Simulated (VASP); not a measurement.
The system is MgO (Periclase).

```
Mg O
1.0
     0.00000    2.10217    2.10217
     2.10217    0.00000    2.10217
     2.10217    2.10217    0.00000
Mg O
1 1
Direct
  0.00000 0.00000 0.00000
  0.50000 0.50000 0.50000
```

Base run:

```yaml
Program: VASP 6.6.1
Functional: HSE06
Potentials_or_basis: VASP PAW PBE potentials, release 64 (Mg, O)
Cutoff: 520 eV
k_mesh: 8 × 8 × 8
Occupations: gaussian, width 0.01 eV
Spin: no spin polarisation
```

Its results: band gap on the k mesh 6.50 eV, direct; pressure -0.6 GPa.

The run is repeated on the same cell with these changes: functional from HSE06 to r2SCAN0. What comes out?

Band gap on the k mesh 7.84 eV, direct; pressure -4.2 GPa.

Caveats: the PAW data sets were made with another functional, which shifts forces and pressure a little.

